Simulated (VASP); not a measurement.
# Si3N4 (I-43d) in VASP: settings compared

Si3N4 is run at these levels: PBE, r2SCAN; tasks: electric field gradients.

Program: VASP 6.6.1. These are calculated values, not measurements. Logs are shortened: lines on timing, memory, paths and dates and some standing lists are left out, and cuts for length are marked.

### Step 1. The cell of the first run

The structure is cubic, space group I-43d (No. 220). The conventional cell has a = 6.475 Å, b = 6.475 Å, c = 6.475 Å, α = 90.00°, β = 90.00°, γ = 90.00°. Si (site symmetry -4) has 4 N at 1.75 Å within 2.3 Å. N (site symmetry 3) has 3 Si at 1.75 Å within 2.3 Å.

### Step 2. Electric field gradients, PBE

INCAR

```
SYSTEM = Si3N4
PREC = Accurate ; ENCUT = 520
EDIFF = 1E-8 ; ISMEAR = -1
SIGMA = 0.02 ; LREAL = .FALSE.
LASPH = .TRUE. ; NELM = 80
ALGO = Normal ; ISIF = 2
LWAVE = .FALSE. ; LCHARG = .FALSE.
GGA = PE ; LEFG = .TRUE.
NBANDS = 45
```

KPOINTS

```
regular mesh
0
G
  6 6 6
  0 0 0
```

POSCAR

```
Si3N4
1.0
   -3.2373500000      3.2373500000      3.2373500000
    3.2373500000     -3.2373500000      3.2373500000
    3.2373500000      3.2373500000     -3.2373500000
Si N
6 8
Direct
    0.2500000000      0.1250000000      0.8750000000
    0.8750000000      0.2500000000      0.1250000000
    0.7500000000      0.3750000000      0.6250000000
    0.6250000000      0.7500000000      0.3750000000
    0.1250000000      0.8750000000      0.2500000000
    0.3750000000      0.6250000000      0.7500000000
    0.5628000000      0.5628000000      0.5628000000
    0.4372000000      0.5000000000      0.0000000000
    0.5000000000      0.0000000000      0.9372000000
    0.0000000000      0.4372000000      0.5000000000
    0.9372000000      0.5000000000      0.0000000000
    0.0628000000      0.0628000000      0.0628000000
    0.0000000000      0.9372000000      0.5000000000
    0.5000000000      0.0000000000      0.4372000000
```

Potentials or basis: VASP PAW PBE potentials, release 64 (Si, N).

On the command line:

```
$ cat potpaw_PBE.64/Si/POTCAR potpaw_PBE.64/N/POTCAR > POTCAR
$ mpirun -np 1 vasp_std > vasp.out
```

OUTCAR:

```text
SYSTEM = Si3N4
   PREC = Accurate
   ENCUT = 520
   EDIFF = 1E-8
   ISMEAR = -1
   LREAL = .FALSE.
   LASPH = .TRUE.
   NELM = 80
   ISIF = 2
   GGA = PE

 ion  position               nearest neighbor table
   1  0.250  0.125  0.875-  12 1.75   9 1.75   8 1.75  13 1.75   4 3.03   6 3.03   2 3.03   5 3.03
                             6 3.03   4 3.03   2 3.03   5 3.03
   2  0.875  0.250  0.125-  10 1.75  11 1.75  12 1.75   9 1.75   5 3.03   6 3.03   1 3.03   6 3.03
                             3 3.03   1 3.03   3 3.03   5 3.03
   3  0.750  0.375  0.625-   7 1.75  10 1.75  11 1.75  14 1.75   6 3.03   5 3.03   4 3.03   5 3.03
                             2 3.03   2 3.03   4 3.03   6 3.03
   4  0.625  0.750  0.375-   7 1.75   8 1.75  13 1.75  14 1.75   3 3.03   5 3.03   1 3.03   6 3.03
                             1 3.03   5 3.03   6 3.03   3 3.03
   5  0.125  0.875  0.250-  11 1.75  12 1.75  13 1.75  14 1.75   1 3.03   4 3.03   3 3.03   2 3.03
                             3 3.03   4 3.03   1 3.03   2 3.03
   6  0.375  0.625  0.750-  10 1.75   8 1.75   9 1.75   7 1.75   4 3.03   1 3.03   2 3.03   1 3.03
                             3 3.03   2 3.03   4 3.03   3 3.03
   7  0.563  0.563  0.563-   4 1.75   3 1.75   6 1.75
   8  0.437  0.500  0.000-   1 1.75   4 1.75   6 1.75
   9  0.500  0.000  0.937-   1 1.75   6 1.75   2 1.75
  10  0.000  0.437  0.500-   6 1.75   3 1.75   2 1.75
  11  0.937  0.500  0.000-   5 1.75   3 1.75   2 1.75
  12  0.063  0.063  0.063-   1 1.75   2 1.75   5 1.75
  13  0.000  0.937  0.500-   1 1.75   4 1.75   5 1.75
  14  0.500  0.000  0.437-   4 1.75   5 1.75   3 1.75

  LATTYP: Found a body centered cubic cell.
 ALAT       =     6.4747000000

  Lattice vectors:

 A1 = (  -3.2373500000,   3.2373500000,   3.2373500000)
 A2 = (   3.2373500000,  -3.2373500000,   3.2373500000)
 A3 = (   3.2373500000,   3.2373500000,  -3.2373500000)

Analysis of symmetry for initial positions (statically):
=====================================================================
 Subroutine PRICEL returns:
 Original cell was already a primitive cell.

 Routine SETGRP: Setting up the symmetry group for a
 body centered cubic supercell.

 Subroutine GETGRP returns: Found 24 space group operations
 (whereof  3 operations were pure point group operations)
 out of a pool of 48 trial point group operations.

The static configuration has the point symmetry C_3 .
 The point group associated with its full space group is T_d .

Analysis of symmetry for dynamics (positions and initial velocities):
=====================================================================
 Subroutine PRICEL returns:
 Original cell was already a primitive cell.

 Routine SETGRP: Setting up the symmetry group for a
 body centered cubic supercell.

 Subroutine GETGRP returns: Found 24 space group operations
 (whereof  3 operations were pure point group operations)
 out of a pool of 48 trial point group operations.

The dynamic configuration has the point symmetry C_3 .
 The point group associated with its full space group is T_d .

 Subroutine INISYM returns: Found 24 space group operations
 (whereof  3 operations are pure point group operations),
 and found     1 'primitive' translations

----------------------------------------------------------------------------------------

                                     Primitive cell

  volume of cell :     135.7153

  direct lattice vectors                    reciprocal lattice vectors
    -3.237350000  3.237350000  3.237350000     0.000000000  0.154447310  0.154447310
     3.237350000 -3.237350000  3.237350000     0.154447310  0.000000000  0.154447310
     3.237350000  3.237350000 -3.237350000     0.154447310  0.154447310  0.000000000

  length of vectors
     5.607254682  5.607254682  5.607254682     0.218421481  0.218421481  0.218421481

  position of ions in fractional coordinates (direct lattice)
     0.250000000  0.125000000  0.875000000
     0.875000000  0.250000000  0.125000000
     0.750000000  0.375000000  0.625000000
     0.625000000  0.750000000  0.375000000
     0.125000000  0.875000000  0.250000000
[... 127 lines left out ...]
 number of electron      64.0000001 magnetization

 Free energy of the ion-electron system (eV)
  ---------------------------------------------------
  ext. energy  EPLUGINS =         0.00000000
  ---------------------------------------------------
  free energy    TOTEN  =      -113.14660376 eV

  energy without entropy =     -113.14660376  energy(sigma->0) =     -113.14660376

 E-fermi :   8.2041     XC(G=0): -11.3777

 val. band max:        7.7036040465   @ k =   0.3333   0.3333   0.0000
 cond. band min:      11.7729757024   @ k =  -0.1667   0.1667   0.1667
 fundamental gap:      4.0693716559
 Fermi energy:         8.2041373856

 k-point     1 :       0.0000    0.0000    0.0000
  band No.  band energies     occupation
      1     -10.4787      2.00000
      2      -7.6052      2.00000
      3      -7.6052      2.00000
      4      -7.6052      2.00000
      5      -7.0915      2.00000
      6      -7.0915      2.00000
[... 741 lines left out ...]
     43      16.2490      0.00000
     44      16.2490      0.00000
 [bands above 44 left out]

------------------------ aborting loop because EDIFF is reached ----------------------------------------

  FORCE on cell =-STRESS in cart. coord.  units (eV):
  Direction    XX          YY          ZZ          XY          YZ          ZX
  --------------------------------------------------------------------------------------
  -------------------------------------------------------------------------------------
  Total        1.3956574      1.3956574      1.3956574      0.0000000     -0.0000000     -0.0000000
  in kB       16.4763284     16.4763284     16.4763284      0.0000000     -0.0000000     -0.0000000
  external PRESSURE =      16.4763284 kB  Pullay stress =       0.0000000 kB

 VOLUME and BASIS-vectors are now :
 -----------------------------------------------------------------------------
  energy-cutoff  :      520.00
  volume of cell :      135.72
      direct lattice vectors                 reciprocal lattice vectors
    -3.237350000  3.237350000  3.237350000     0.000000000  0.154447310  0.154447310
     3.237350000 -3.237350000  3.237350000     0.154447310  0.000000000  0.154447310
     3.237350000  3.237350000 -3.237350000     0.154447310  0.154447310  0.000000000

 POSITION                                       TOTAL-FORCE (eV/Angst)
 -----------------------------------------------------------------------------------
      2.42801      3.23735     -1.61868         0.000000      0.000000      0.000000
     -1.61868      2.42801      3.23735         0.000000      0.000000      0.000000
      0.80934      3.23735      1.61868         0.000000      0.000000     -0.000000
      1.61868      0.80934      3.23735         0.000000      0.000000      0.000000
      3.23735     -1.61868      2.42801         0.000000      0.000000     -0.000000
      3.23735      1.61868      0.80934         0.000000      0.000000     -0.000000
      1.82198      1.82198      1.82198        -0.009037     -0.009037     -0.009037
      0.20331     -0.20331      3.03404        -0.009037      0.009037      0.009037
      1.41537      4.65272     -1.41537         0.009037      0.009037     -0.009037
      3.03404      0.20331     -0.20331         0.009037     -0.009037      0.009037
     -1.41537      1.41537      4.65272        -0.009037      0.009037      0.009037
      0.20331      0.20331      0.20331        -0.009037     -0.009037     -0.009037
      4.65272     -1.41537      1.41537         0.009037     -0.009037      0.009037
     -0.20331      3.03404      0.20331         0.009037      0.009037     -0.009037
 -----------------------------------------------------------------------------------
    total drift:                                0.000001      0.000001      0.000001

  FREE ENERGIE OF THE ION-ELECTRON SYSTEM (eV)
  ---------------------------------------------------
  free  energy   TOTEN  =      -113.1466037575 eV

  energy  without entropy=     -113.1466037575  energy(sigma->0) =     -113.14660376

 Electric field gradients (V/A^2)
---------------------------------------------------------------------
 ion       V_xx      V_yy      V_zz      V_xy      V_xz      V_yz
---------------------------------------------------------------------
   1      -0.799     0.400     0.400     0.000     0.000     0.000
   2       0.400    -0.799     0.400     0.000     0.000     0.000
   3      -0.799     0.400     0.400     0.000     0.000     0.000
   4       0.400    -0.799     0.400     0.000     0.000     0.000
   5       0.400     0.400    -0.799     0.000     0.000     0.000
   6       0.400     0.400    -0.799     0.000     0.000     0.000
   7       0.000    -0.000    -0.000   -27.637   -27.637   -27.637
   8      -0.000     0.000     0.000    27.635    27.635   -27.638
   9       0.000     0.000    -0.000   -27.638    27.635    27.635
  10       0.000    -0.000     0.000    27.635   -27.638    27.635
  11      -0.000     0.000     0.000    27.635    27.635   -27.638
  12      -0.000    -0.000     0.000   -27.637   -27.637   -27.637
  13       0.000    -0.000     0.000    27.635   -27.638    27.635
  14       0.000     0.000    -0.000   -27.638    27.635    27.635
---------------------------------------------------------------------

 Electric field gradients after diagonalization (V/A^2)
 (convention: |V_zz| > |V_xx| > |V_yy|)
----------------------------------------------------------------------
 ion       V_xx      V_yy      V_zz     asymmetry (V_yy - V_xx)/ V_zz
----------------------------------------------------------------------
   1       0.400     0.400    -0.799       0.000
   2       0.400     0.400    -0.799       0.000
   3       0.400     0.400    -0.799       0.000
   4       0.400     0.400    -0.799       0.000
   5       0.400     0.400    -0.799       0.000
   6       0.400     0.400    -0.799       0.000
   7      27.637    27.637   -55.275       0.000
   8      27.638    27.634   -55.272       0.000
   9      27.638    27.634   -55.272       0.000
  10      27.638    27.634   -55.272       0.000
  11      27.638    27.634   -55.272       0.000
  12      27.637    27.637   -55.275       0.000
  13      27.638    27.634   -55.272       0.000
  14      27.638    27.634   -55.272       0.000
----------------------------------------------------------------------

           NMR quadrupolar parameters

 Cq : quadrupolar parameter    Cq=e*Q*V_zz/h
 eta: asymmetry parameters     (V_yy - V_xx)/ V_zz
 Q  : nuclear electric quadrupole moment in mb (millibarn)
----------------------------------------------------------------------
 ion       Cq(MHz)       eta       Q (mb)
----------------------------------------------------------------------
   1      -0.002       0.000       1.000
   2      -0.002       0.000       1.000
   3      -0.002       0.000       1.000
   4      -0.002       0.000       1.000
   5      -0.002       0.000       1.000
   6      -0.002       0.000       1.000
   7      -0.134       0.000       1.000
   8      -0.134       0.000       1.000
   9      -0.134       0.000       1.000
  10      -0.134       0.000       1.000
  11      -0.134       0.000       1.000
  12      -0.134       0.000       1.000
  13      -0.134       0.000       1.000
  14      -0.134       0.000       1.000
----------------------------------------------------------------------
```

It took 3.8 min on 1 thread of Intel Xeon 8259CL, shared host; peak memory 0.28 GiB.

Results:

```
Free energy                             : -113.1466 eV
Pressure                                : 1.6 GPa
Largest force                           : 0.016 eV/Å
Band gap on the k mesh                  : 4.07 eV (least direct gap 4.25 eV)
Largest electric field gradient by atom : Si -0.8; N -55.3 V/Å²
```

Forces in eV/Å, atoms in the order of the input:
```
Si   0.000  0.000  0.000
Si   0.000  0.000  0.000
Si   0.000  0.000  0.000
Si   0.000  0.000  0.000
Si   0.000  0.000  0.000
Si   0.000  0.000  0.000
N   -0.009 -0.009 -0.009
N   -0.009  0.009  0.009
N    0.009  0.009 -0.009
N    0.009 -0.009  0.009
N   -0.009  0.009  0.009
N   -0.009 -0.009 -0.009
N    0.009 -0.009  0.009
N    0.009  0.009 -0.009
```

Electric field gradients, principal values (V/Å²):
| atom | least | middle | greatest (by size) |
| --- | --- | --- | --- |
| 1 Si | 0.400 | 0.400 | -0.799 |
| 2 Si | 0.400 | 0.400 | -0.799 |
| 3 Si | 0.400 | 0.400 | -0.799 |
| 4 Si | 0.400 | 0.400 | -0.799 |
| 5 Si | 0.400 | 0.400 | -0.799 |
| 6 Si | 0.400 | 0.400 | -0.799 |
| 7 N | 27.637 | 27.637 | -55.275 |
| 8 N | 27.634 | 27.638 | -55.272 |
| 9 N | 27.634 | 27.638 | -55.272 |
| 10 N | 27.634 | 27.638 | -55.272 |
| 11 N | 27.634 | 27.638 | -55.272 |
| 12 N | 27.637 | 27.637 | -55.275 |
| 13 N | 27.634 | 27.638 | -55.272 |
| 14 N | 27.634 | 27.638 | -55.272 |

Caveat: without QUAD_EFG the Cq values of the log hold for a quadrupole moment of 1 mb, not for the nuclei.

(Continued in part 2 of 2.)
